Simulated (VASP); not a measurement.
# C (P6_3/mmc) in VASP: further runs

C is run at these levels: PBEsol; tasks: single point.

All numbers are computed with VASP 6.6.1; they aren't measurements. Logs are shortened: lines on timing, memory, paths and dates and some standing lists are left out, and cuts for length are marked.

## Step 1: The cell of the first run

The structure is hexagonal, space group P6_3/mmc (No. 194). The conventional cell has a = 2.461 Å, b = 2.461 Å, c = 4.073 Å, α = 90.00°, β = 90.00°, γ = 120.00°. Within 2.0 Å of C (site symmetry 3m) lie 4 C at 1.51 to 1.52 Å.

## Step 2: Single point, PBEsol (strained cell)

Contents of INCAR:

```
PREC = Accurate ; ENCUT = 520
EDIFF = 1E-7 ; ISMEAR = 0
SIGMA = 0.02 ; LREAL = False
LASPH = True ; NELM = 80
ALGO = Normal ; ISIF = 2
LWAVE = False ; LCHARG = True
GGA = PS ; LELF = True
LVHAR = True ; NBANDS = 16
```

Contents of KPOINTS:

```
Automatic mesh
0
Gamma
  9 9 6
```

Contents of POSCAR:

```
C
1.0
    2.4612466108      0.0000000000      0.0000000000
   -1.2306233054      2.1315020900      0.0000000000
    0.0000000000      0.0000000000      4.0732164437
C
4
Direct
    0.3333333333      0.6666666667     -0.0001053994
    0.6666666667      0.3333333333      0.4998946006
    0.3333333333      0.6666666667      0.3741053994
    0.6666666667      0.3333333333      0.8741053994
```

Potentials or basis: VASP PAW PBE potentials, release 64 (C).

Launch:

```
$ cat potpaw_PBE.64/C/POTCAR > POTCAR
$ mpirun -np 1 vasp_std > vasp.out
```

OUTCAR:

```text
PREC = Accurate
   ENCUT = 520
   EDIFF = 1E-7
   ISMEAR = 0
   LREAL = False
   LASPH = True
   NELM = 80
   ISIF = 2
   GGA = PS

 ion  position               nearest neighbor table
   1  0.333  0.667  1.000-   4 1.51   4 1.51   4 1.51   3 1.52
   2  0.667  0.333  0.500-   3 1.51   3 1.51   3 1.51   4 1.52
   3  0.333  0.667  0.374-   2 1.51   2 1.51   2 1.51   1 1.52
   4  0.667  0.333  0.874-   1 1.51   1 1.51   1 1.51   2 1.52

  LATTYP: Found a hexagonal cell.
 ALAT       =     2.4612466108
 C/A-ratio  =     1.6549403972

  Lattice vectors:

 A1 = (   2.4612466108,   0.0000000000,   0.0000000000)
 A2 = (  -1.2306233054,   2.1315020900,   0.0000000000)
 A3 = (   0.0000000000,   0.0000000000,   4.0732164437)

Analysis of symmetry for initial positions (statically):
=====================================================================
 Subroutine PRICEL returns:
 Original cell was already a primitive cell.

 Routine SETGRP: Setting up the symmetry group for a
 hexagonal supercell.

 Subroutine GETGRP returns: Found 24 space group operations
 (whereof  6 operations were pure point group operations)
 out of a pool of 24 trial point group operations.

The static configuration has the point symmetry C_3v.
 The point group associated with its full space group is D_6h.

Analysis of symmetry for dynamics (positions and initial velocities):
=====================================================================
 Subroutine PRICEL returns:
 Original cell was already a primitive cell.

 Routine SETGRP: Setting up the symmetry group for a
 hexagonal supercell.

 Subroutine GETGRP returns: Found 24 space group operations
 (whereof  6 operations were pure point group operations)
 out of a pool of 24 trial point group operations.

The dynamic configuration has the point symmetry C_3v.
 The point group associated with its full space group is D_6h.

 Subroutine INISYM returns: Found 24 space group operations
 (whereof  6 operations are pure point group operations),
 and found     1 'primitive' translations

----------------------------------------------------------------------------------------

                                     Primitive cell

  volume of cell :      21.3687

  direct lattice vectors                    reciprocal lattice vectors
     2.461246611  0.000000000  0.000000000     0.406298172  0.234576359  0.000000000
    -1.230623305  2.131502090  0.000000000     0.000000000  0.469152718  0.000000000
     0.000000000  0.000000000  4.073216444     0.000000000  0.000000000  0.245506227

  length of vectors
     2.461246611  2.461246611  4.073216444     0.469152719  0.469152718  0.245506227

  position of ions in fractional coordinates (direct lattice)
     0.333333333  0.666666667  0.999894601
     0.666666667  0.333333333  0.499894601
     0.333333333  0.666666667  0.374105399
     0.666666667  0.333333333  0.874105399

  ion indices of the primitive-cell ions
   primitive index   ion index
                 1           1
                 2           2
                 3           3
                 4           4

----------------------------------------------------------------------------------------

 KPOINTS: Automatic mesh

Automatic generation of k-mesh.
 Grid dimensions read from file:
 generate k-points for:    9    9    6

 Generating k-lattice:

  Cartesian coordinates                     Fractional coordinates (reciprocal lattice)
     0.045144241  0.026064040  0.000000000     0.111111111  0.000000000  0.000000000
     0.000000000  0.052128080  0.000000000     0.000000000  0.111111111  0.000000000
     0.000000000  0.000000000  0.040917704     0.000000000  0.000000000  0.166666667

  Length of vectors
     0.052128080  0.052128080  0.040917704

  Shift w.r.t. Gamma in fractional coordinates (k-lattice)
     0.000000000  0.000000000  0.000000000

 Subroutine IBZKPT returns following result:
 ===========================================

 Found     48 irreducible k-points:

 Following reciprocal coordinates:
            Coordinates               Weight
  0.000000  0.000000  0.000000      1.000000
  0.111111 -0.000000  0.000000      6.000000
  0.222222 -0.000000  0.000000      6.000000
  0.333333 -0.000000  0.000000      6.000000
  0.444444 -0.000000  0.000000      6.000000
  0.111111  0.111111  0.000000      6.000000
[... 16 lines left out ...]
  0.333333  0.222222  0.166667     24.000000
  0.333333  0.333333  0.166667      4.000000
 [... further k-points ...]
   k-points           NKPTS =     48   k-points in BZ     NKDIM =     48   number of bands    NBANDS=     16
   number of dos      NEDOS =    301   number of ions     NIONS =      4
   total plane-waves  NPLWV =   9720
   dimension x,y,z NGX =    18 NGY =   18 NGZ =   30
   dimension x,y,z NGXF=    36 NGYF=   36 NGZF=   60
   ions per type =               4
   NGX,Y,Z   is equivalent  to a cutoff of  12.16, 12.16, 12.24 a.u.
   NGXF,Y,Z  is equivalent  to a cutoff of  24.32, 24.32, 24.49 a.u.
 SYSTEM =  unknown system
   PREC   = accura    normal or accurate (medium, high low for compatibility)
   ISTART =      0    job   : 0-new  1-cont  2-samecut
   ICHARG =      2    charge: 1-file 2-atom 10-const
   ISPIN  =      1    spin polarized calculation?
   LNONCOLLINEAR =      F non collinear calculations
   LSORBIT =      F    spin-orbit coupling
   LASPH  =      T    aspherical Exc in radial PAW
   ENCUT  =  520.0 eV  38.22 Ry    6.18 a.u.   4.58  4.58  7.57*2*pi/ulx,y,z
   NELM   =     80;   NELMIN=  2; NELMDL= -5     # of ELM steps
   EDIFF  = 0.1E-06   stopping-criterion for ELM
   LREAL  =      F    real-space projection
   EDIFFG = 0.1E-05   stopping-criterion for IOM
   NSW    =      0    number of steps for IOM
   IBRION =     -1    ionic relax: 0-MD 1-quasi-New 2-CG
   NFREE  =      0    steps in history (QN), initial steepest desc. (CG)
   ISIF   =      2    stress and relaxation
   ISYM   =      2    0-nonsym 1-usesym 2-fastsym
   POTIM  = 0.5000    time-step for ionic-motion
   TEBEG  =    0.0;   TEEND  =   0.0 temperature during run
   PSTRESS=    0.0 pullay stress
   NELECT =      16.0000    total number of electrons
   NUPDOWN=      -1.0000    fix difference up-down
   EMIN   =  10.00;   EMAX   =-10.00  energy-range for DOS
   EFERMI =   0.00;   METHOD = LEGACY
   ISMEAR =     0;   SIGMA  =   0.02  broadening in eV -4-tet -1-fermi 0-gaus
   EFERMI_NEDOS =   21; number of points for ismear=-14 and -15
   IALGO  =     38    algorithm
   IMIX   =      4    mixing-type and parameters
     AMIX     =   0.40;   BMIX     =  1.00
     AMIX_MAG =   1.60;   BMIX_MAG =  1.00
  volume/ion in A,a.u.               =       5.34        36.05
  Fermi-wavevector in a.u.,A,eV,Ry     =   1.486581  2.809232 30.067845  2.209924
  Thomas-Fermi vector in A             =   2.599850
   LORBIT       =      0    0 simple, 1 ext, 2 COOP (PROOUT), +10 PAW based schemes
   GGA     = PS    functional components
   LHFCALC =     F    Hartree Fock is set to
   AEXX    =    0.0000 exact exchange contribution
   IVDW    =     0    specifies the selected vdW correction
   LEPSILON=     F    determine dielectric tensor
   LRPA    =     F    only Hartree local field effects (RPA)
 non-spin polarized calculation
 Gauss-broadening in eV      SIGMA  =   0.02
  energy-cutoff  :      520.00
  volume of cell :       21.37
 maximum number of plane-waves:       592
   NGX =  9   NGY =  9   NGZ = 15

 number of electron      15.9999996 magnetization

 Free energy of the ion-electron system (eV)
  ---------------------------------------------------
  ext. energy  EPLUGINS =         0.00000000
  ---------------------------------------------------
  free energy    TOTEN  =       -38.30428831 eV

  energy without entropy =      -38.30428831  energy(sigma->0) =      -38.30428831

 E-fermi :  11.0455     XC(G=0): -13.7234

 val. band max:       10.9346128273   @ k =   0.0000   0.0000   0.0000
 cond. band min:      13.7805327895   @ k =   0.3333   0.3333   0.0000
 fundamental gap:      2.8459199621
 Fermi energy:        11.0454841344

 k-point     1 :       0.0000    0.0000    0.0000
  band No.  band energies     occupation
      1     -11.7707      2.00000
      2      -5.7081      2.00000
      3      -3.6040      2.00000
      4       7.5713      2.00000
      5       7.5713      2.00000
      6      10.3641      2.00000
[... 8 lines left out ...]
     15      26.6128      0.00000
     16      28.7752      0.00000

 k-point     2 :       0.1111   -0.0000    0.0000
  band No.  band energies     occupation
      1     -11.4518      2.00000
      2      -5.4240      2.00000
      3      -3.3010      2.00000
      4       6.0743      2.00000
      5       6.9325      2.00000
      6       9.6694      2.00000
[... 8 lines left out ...]
     15      26.9145      0.00000
     16      27.4580      0.00000

 k-point     3 :       0.2222   -0.0000    0.0000
  band No.  band energies     occupation
      1     -10.5011      2.00000
      2      -4.5759      2.00000
      3      -2.4280      2.00000
      4       2.9427      2.00000
      5       5.6970      2.00000
      6       7.0049      2.00000
[... 8 lines left out ...]
     15      25.5674      0.00000
     16      27.6224      0.00000

 k-point     4 :       0.3333   -0.0000    0.0000
  band No.  band energies     occupation
      1      -8.9441      2.00000
      2      -3.1823      2.00000
      3      -1.4379      2.00000
      4      -0.0621      2.00000
      5       4.0601      2.00000
      6       4.6370      2.00000
[... 8 lines left out ...]
     15      26.5715      0.00000
     16      27.6377      0.00000
[... 324 lines left out ...]
 k-point    22 :       0.2222    0.2222    0.1667
  band No.  band energies     occupation
      1      -7.8390      2.00000
      2      -3.5359      2.00000
      3      -0.7504      2.00000
      4       1.5787      2.00000
      5       1.7295      2.00000
      6       3.1967      2.00000
[... 8 lines left out ...]
     15      25.1142      0.00000
     16      27.6794      0.00000

 k-point    23 :       0.3333    0.2222    0.1667
  band No.  band energies     occupation
      1      -5.8550      2.00000
      2      -3.0613      2.00000
      3      -1.5632      2.00000
      4       0.5270      2.00000
      5       1.0849      2.00000
      6       2.9332      2.00000
[... 8 lines left out ...]
     15      26.7148      0.00000
     16      28.1788      0.00000

 k-point    24 :       0.3333    0.3333    0.1667
  band No.  band energies     occupation
      1      -4.0866      2.00000
      2      -4.0866      2.00000
      3      -0.8328      2.00000
      4       0.0628      2.00000
      5       0.0628      2.00000
      6       2.9431      2.00000
[... 8 lines left out ...]
     15      27.2949      0.00000
     16      27.2949      0.00000

 [... further k-points ...]
[... 5 lines left out ...]
  --------------------------------------------------------------------------------------
  -------------------------------------------------------------------------------------
  Total        3.1687852      3.1687852      4.4576906     -0.0000000     -0.0000000     -0.0000000
  in kB      237.5882734    237.5882735    334.2274517     -0.0000000     -0.0000000     -0.0000000
  external PRESSURE =     269.8013329 kB  Pullay stress =       0.0000000 kB

 VOLUME and BASIS-vectors are now :
 -----------------------------------------------------------------------------
  energy-cutoff  :      520.00
  volume of cell :       21.37
      direct lattice vectors                 reciprocal lattice vectors
     2.461246611  0.000000000  0.000000000     0.406298172  0.234576359  0.000000000
    -1.230623305  2.131502090  0.000000000     0.000000000  0.469152718  0.000000000
     0.000000000  0.000000000  4.073216444     0.000000000  0.000000000  0.245506227

 POSITION                                       TOTAL-FORCE (eV/Angst)
 -----------------------------------------------------------------------------------
     -0.00000      1.42100      4.07279         0.000000      0.000000      0.003632
      1.23062      0.71050      2.03618        -0.000000     -0.000000      0.003632
     -0.00000      1.42100      1.52381         0.000000     -0.000000     -0.003632
      1.23062      0.71050      3.56042        -0.000000      0.000000     -0.003632
 -----------------------------------------------------------------------------------
    total drift:                               -0.000000      0.000000     -0.000031

  FREE ENERGIE OF THE ION-ELECTRON SYSTEM (eV)
  ---------------------------------------------------
  free  energy   TOTEN  =       -38.3042883090 eV

  energy  without entropy=      -38.3042883090  energy(sigma->0) =      -38.30428831
```

Wall time 14 s (1 thread of AMD EPYC 7R43 (Zen 3), shared host); peak memory 0.09 GiB.

Results:

* Free energy: -38.3043 eV
* Pressure: 27.0 GPa
* Largest force: 0.004 eV/Å
* Band gap on the k mesh: 2.85 eV (least direct gap 4.91 eV)

Forces in eV/Å, atoms in the order of the input:
```
C    0.000  0.000  0.004
C    0.000  0.000  0.004
C    0.000  0.000 -0.004
C    0.000  0.000 -0.004
```

Levels at points of the mesh, in eV from the valence-band top:
| k point | band 5 | band 6 | band 7 | band 8 | band 9 | band 10 | band 11 | band 12 |
| --- | --- | --- | --- | --- | --- | --- | --- | --- |
| (0.00, 0.00, 0.00) | -3.36 | -0.57 | 0.00 | 0.00 | 4.91 | 4.91 | 5.61 | 8.69 |
| (0.00, 0.00, 0.50) | -2.03 | -2.03 | -2.03 | -2.03 | 7.36 | 7.36 | 7.36 | 7.36 |

Caveat: the cell differs from its parent crystal (strained cell); the stress differs along the axes, from 24 to 33 GPa; the PAW data sets were made with another functional, which shifts forces and pressure a little. A k mesh can miss the band edges.

(Part 1 of 2 ends here.)
